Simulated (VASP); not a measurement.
Write the native input for VASP 6.6.1 that does the following.

* Task: single point
* Functional: PBE
* Potentials or basis: VASP PAW PBE potentials, release 64 (Sc_sv, Pd_sv_GW, C, N)
* Cutoff: 600 eV
* k mesh: 4 × 4 × 4
* Occupations: gaussian, width 0.1 eV
* Spin: no spin polarisation
* Dipole correction: no
* Further INCAR settings: ALGO = Normal; EDIFF = 1e-06; NBANDS = 54

The structure of ScPdC6N6 lies in POSCAR:

```
ScPdC6N6
1.0
    0.0000000000      5.4619721050      5.4619721050
    5.4619721050      0.0000000000      5.4619721050
    5.4619721050      5.4619721050      0.0000000000
Sc Pd C N
1 1 6 6
Direct
    0.5000000000      0.5000000000      0.5000000000
    0.0000000000      0.0000000000      0.0000000000
    0.8079438446      0.1920561554      0.1920561554
    0.1920561554      0.8079438446      0.1920561554
    0.1920561554      0.1920561554      0.8079438446
    0.1920561554      0.8079438446      0.8079438446
    0.8079438446      0.1920561554      0.8079438446
    0.8079438446      0.8079438446      0.1920561554
    0.7012089334      0.2987910666      0.2987910666
    0.2987910666      0.7012089334      0.2987910666
    0.2987910666      0.2987910666      0.7012089334
    0.2987910666      0.7012089334      0.7012089334
    0.7012089334      0.2987910666      0.7012089334
    0.7012089334      0.7012089334      0.2987910666
```

The input as run:

INCAR

```
PREC = Accurate
ENCUT = 600
EDIFF = 1E-6
ISMEAR = 0
SIGMA = 0.1
LREAL = False
LASPH = True
NELM = 120
ALGO = Normal
ISIF = 2
LWAVE = False
LCHARG = True
GGA = PE
LELF = True
LVHAR = True
NBANDS = 54
GGA_COMPAT = False
```

KPOINTS

```
Automatic mesh
0
Gamma
  4 4 4
```

Potentials or basis: VASP PAW PBE potentials, release 64 (Sc_sv, Pd_sv_GW, C, N).

The run is started by

```console
$ cat potpaw_PBE.64/Sc_sv/POTCAR potpaw_PBE.64/Pd_sv_GW/POTCAR potpaw_PBE.64/C/POTCAR potpaw_PBE.64/N/POTCAR > POTCAR
$ mpirun -np 1 vasp_std > vasp.out
```

It gave:

```json
{
 "Pressure": "0.4 GPa",
 "Largest force": "0.400 eV/Å",
 "Band gap on the k mesh": "zero (an odd number of electrons rules out a gap without spin polarisation)"
}
```

Run time: 8.5 min on 1 thread of AMD EPYC 7R43 64-Core Processor (Zen 3), on a shared host, peak memory 0.66 GiB.
